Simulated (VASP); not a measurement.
# C (P6_3mc) in VASP: a series of runs, part 2 of 2

VASP 6.6.1. The steps go on from the part before.

### Step 4. Single point, PBE (uniaxial strain along c: +1.0 %, then relaxed in part)

Contents of INCAR:

```
SYSTEM = C
PREC = Accurate ; ENCUT = 520
EDIFF = 1E-7 ; ISMEAR = 0
SIGMA = 0.1 ; LREAL = .FALSE.
LASPH = .TRUE. ; NELM = 100
ALGO = Normal ; ISIF = 2
LWAVE = .FALSE. ; LCHARG = .FALSE.
GGA = PE ; NBANDS = 36
```

Contents of KPOINTS:

```
Automatic mesh
0
G
  18 18 2
  0 0 0
```

Contents of POSCAR:

```
C
1.0
    2.4665322838      0.0000000000      0.0000000000
   -1.2332661419      2.1360796170      0.0000000000
    0.0000000000      0.0000000000     29.2843514882
C
12
Direct
    0.6666666700      0.3333333300      0.9632646663
    0.6666666586      0.3333333414      0.4632656193
    0.6666666601      0.3333333399      0.7679890198
    0.6666666685      0.3333333315      0.2679900677
   -0.0000000065      0.0000000065      0.6157452682
    0.3333333399      0.6666666601      0.2679890198
    0.0000000065     -0.0000000065      0.1157452682
    0.6666666650      0.3333333350      0.6157453486
    0.3333333315      0.6666666685      0.7679900677
    0.3333333350      0.6666666650      0.1157453486
    0.3333333300      0.6666666700      0.4632646663
    0.3333333414      0.6666666586      0.9632656193
```

Potentials or basis: VASP PAW PBE potentials, release 64 (C).

Launch:

```console
$ cat potpaw_PBE.64/C/POTCAR > POTCAR
$ mpirun -np 1 vasp_std > vasp.out
```

OUTCAR:

```text
SYSTEM = C
   PREC = Accurate
   ENCUT = 520
   EDIFF = 1E-7
   ISMEAR = 0
   LREAL = .FALSE.
   LASPH = .TRUE.
   NELM = 100
   ISIF = 2
   GGA = PE

 ion  position               nearest neighbor table
   1  0.667  0.333  0.963-  12 1.42  12 1.42  12 1.42
   2  0.667  0.333  0.463-  11 1.42  11 1.42  11 1.42
   3  0.667  0.333  0.768-   9 1.42   9 1.42   9 1.42
   4  0.667  0.333  0.268-   6 1.42   6 1.42   6 1.42
   5  1.000  0.000  0.616-   8 1.42   8 1.42   8 1.42
   6  0.333  0.667  0.268-   4 1.42   4 1.42   4 1.42
   7  0.000  1.000  0.116-  10 1.42  10 1.42  10 1.42
   8  0.667  0.333  0.616-   5 1.42   5 1.42   5 1.42
   9  0.333  0.667  0.768-   3 1.42   3 1.42   3 1.42
  10  0.333  0.667  0.116-   7 1.42   7 1.42   7 1.42
  11  0.333  0.667  0.463-   2 1.42   2 1.42   2 1.42
  12  0.333  0.667  0.963-   1 1.42   1 1.42   1 1.42

  LATTYP: Found a hexagonal cell.
 ALAT       =     2.4665322838
 C/A-ratio  =    11.8726812053

  Lattice vectors:

 A1 = (   2.4665322838,   0.0000000000,   0.0000000000)
 A2 = (  -1.2332661419,   2.1360796170,   0.0000000000)
 A3 = (   0.0000000000,   0.0000000000,  29.2843514882)

Analysis of symmetry for initial positions (statically):
=====================================================================
 Subroutine PRICEL returns:
 Original cell was already a primitive cell.

 Routine SETGRP: Setting up the symmetry group for a
 hexagonal supercell.

 Subroutine GETGRP returns: Found 12 space group operations
 (whereof  6 operations were pure point group operations)
 out of a pool of 24 trial point group operations.

The static configuration has the point symmetry C_3v.
 The point group associated with its full space group is C_6v.

[... 153 lines left out ...]
     AMIX_MAG =   1.60;   BMIX_MAG =  1.00
  volume/ion in A,a.u.               =      12.86        86.77
  Fermi-wavevector in a.u.,A,eV,Ry     =   1.109282  2.096239 16.742058  1.230507
  Thomas-Fermi vector in A             =   2.245820
   LORBIT       =      0    0 simple, 1 ext, 2 COOP (PROOUT), +10 PAW based schemes
   GGA     = PE    functional components
   LHFCALC =     F    Hartree Fock is set to
   AEXX    =    0.0000 exact exchange contribution
   IVDW    =     0    specifies the selected vdW correction
   LEPSILON=     F    determine dielectric tensor
   LRPA    =     F    only Hartree local field effects (RPA)
 non-spin polarized calculation
 Gauss-broadening in eV      SIGMA  =   0.10
  energy-cutoff  :      520.00
  volume of cell :      154.29
 maximum number of plane-waves:      4208
   NGX =  9   NGY =  9   NGZ =109

 number of electron      47.9999984 magnetization

 Free energy of the ion-electron system (eV)
  ---------------------------------------------------
  ext. energy  EPLUGINS =         0.00000000
  ---------------------------------------------------
  free energy    TOTEN  =      -110.71008398 eV

  energy without entropy =     -110.70638873  energy(sigma->0) =     -110.70823635

 E-fermi :   1.9036     XC(G=0):  -7.8939

 val. band max:        1.9033942178   @ k =   0.3333   0.3333   0.5000
 cond. band min:       1.9037148919   @ k =   0.3333   0.3333   0.5000
 fundamental gap:      0.0003206742
 Fermi energy:         1.9035811140

 k-point     1 :       0.0000    0.0000    0.0000
  band No.  band energies     occupation
      1     -17.6206      2.00000
      2     -17.6203      2.00000
      3     -17.6132      2.00000
      4     -17.6126      2.00000
      5     -17.6047      2.00000
      6     -17.6044      2.00000
[... 925 lines left out ...]
     35      10.5459      0.00000
     36      10.5495      0.00000

 [... further k-points ...]
[... 5 lines left out ...]
  --------------------------------------------------------------------------------------
  -------------------------------------------------------------------------------------
  Total        0.4675555      0.4675555     -0.0929874      0.0000000      0.0000000      0.0000000
  in kB        4.8551642      4.8551642     -0.9655951      0.0000000      0.0000000      0.0000000
  external PRESSURE =       2.9149111 kB  Pullay stress =       0.0000000 kB

 VOLUME and BASIS-vectors are now :
 -----------------------------------------------------------------------------
  energy-cutoff  :      520.00
  volume of cell :      154.29
      direct lattice vectors                 reciprocal lattice vectors
     2.466532284  0.000000000  0.000000000     0.405427493  0.234073672  0.000000000
    -1.233266142  2.136079617  0.000000000     0.000000000  0.468147344  0.000000000
     0.000000000  0.000000000 29.284351488     0.000000000  0.000000000  0.034147931

 POSITION                                       TOTAL-FORCE (eV/Angst)
 -----------------------------------------------------------------------------------
      1.23327      0.71203     28.20858         0.000000     -0.000000      0.000145
      1.23327      0.71203     13.56643         0.000000     -0.000000      0.000127
      1.23327      0.71203     22.49006         0.000000     -0.000000      0.000008
      1.23327      0.71203      7.84792        -0.000000      0.000000     -0.000074
      2.46653      0.00000     18.03170         0.000000      0.000000     -0.000071
      0.00000      1.42405      7.84788        -0.000000      0.000000      0.000008
     -1.23327      2.13608      3.38953         0.000000     -0.000000     -0.000071
      1.23327      0.71203     18.03170        -0.000000      0.000000     -0.000135
     -0.00000      1.42405     22.49009        -0.000000      0.000000     -0.000074
      0.00000      1.42405      3.38953         0.000000      0.000000     -0.000135
     -0.00000      1.42405     13.56641        -0.000000      0.000000      0.000145
      0.00000      1.42405     28.20861        -0.000000      0.000000      0.000127
 -----------------------------------------------------------------------------------
    total drift:                                0.000002     -0.000001     -0.000288

  FREE ENERGIE OF THE ION-ELECTRON SYSTEM (eV)
  ---------------------------------------------------
  free  energy   TOTEN  =      -110.7100839777 eV

  energy  without entropy=     -110.7063887284  energy(sigma->0) =     -110.70823635
```

OSZICAR:

```text
N       E                     dE             d eps       ncg     rms          rms(c)
DAV:   1     0.241546754164E+03    0.24155E+03   -0.22872E+04  5328   0.118E+03
DAV:   2    -0.956176254385E+02   -0.33716E+03   -0.31879E+03  7188   0.268E+02
DAV:   3    -0.117809230467E+03   -0.22192E+02   -0.21983E+02  6604   0.680E+01
DAV:   4    -0.118249582349E+03   -0.44035E+00   -0.43948E+00  6884   0.110E+01
DAV:   5    -0.118263246055E+03   -0.13664E-01   -0.13653E-01  7008   0.182E+00    0.154E+01
DAV:   6    -0.112700866734E+03    0.55624E+01   -0.51818E+00  6408   0.915E+00    0.906E+00
DAV:   7    -0.110677324916E+03    0.20235E+01   -0.69261E+00  6324   0.105E+01    0.236E+00
DAV:   8    -0.110707845497E+03   -0.30521E-01   -0.22761E-01  6288   0.196E+00    0.208E-01
DAV:   9    -0.110708423445E+03   -0.57795E-03   -0.76805E-03  6768   0.390E-01    0.136E-01
DAV:  10    -0.110710316038E+03   -0.18926E-02   -0.35700E-03  6216   0.250E-01    0.882E-02
DAV:  11    -0.110710191968E+03    0.12407E-03   -0.35734E-04  6704   0.777E-02    0.217E-02
DAV:  12    -0.110710094979E+03    0.96990E-04   -0.49847E-05  6556   0.356E-02    0.480E-03
DAV:  13    -0.110710084019E+03    0.10960E-04   -0.60724E-06  7024   0.119E-02    0.348E-03
DAV:  14    -0.110710083978E+03    0.41177E-07   -0.73391E-07  6612   0.645E-03
   1 F= -.11071008E+03 E0= -.11070824E+03  d E =-.369525E-02
```

Wall time 3.5 min (1 thread of Intel Xeon 6975P-C (Granite Rapids), shared host); peak memory 0.42 GiB.

Results:

- Free energy: -110.7101 eV
- Pressure: 0.3 GPa
- Band gap on the k mesh: zero (filled and empty bands touch)

Caveat: the cell differs from its parent crystal (uniaxial strain along c: +1.0 %, then relaxed in part); this functional lacks dispersion, which binds the layers, so the pressure and a relaxed spacing across them are unreliable.

### Step 5. The runs side by side

| cell | gap on the mesh (eV) | pressure (GPa) |
| --- | --- | --- |
| a = 2.467, b = 2.467, c = 28.994 Å, angles 90.0, 90.0, 120.0°, 12 atoms | none | 0.3 |
| a = 2.460, b = 2.460, c = 29.284 Å, angles 90.0, 90.0, 120.0°, 12 atoms | none | 1.7 |
| a = 2.467, b = 2.467, c = 29.284 Å, angles 90.0, 90.0, 120.0°, 12 atoms | none | 0.3 |

Alike in all rows: task single point; level PBE; potentials or basis VASP PAW PBE potentials, release 64 (C); no spin polarisation; k mesh 18 × 18 × 2; cutoff (eV) 520; smearing gaussian 0.1 eV.

Caveats: this functional lacks dispersion, which binds the layers, so the pressure and a relaxed spacing across them are unreliable.

Absolute energies hang on the potentials; compare differences alone.
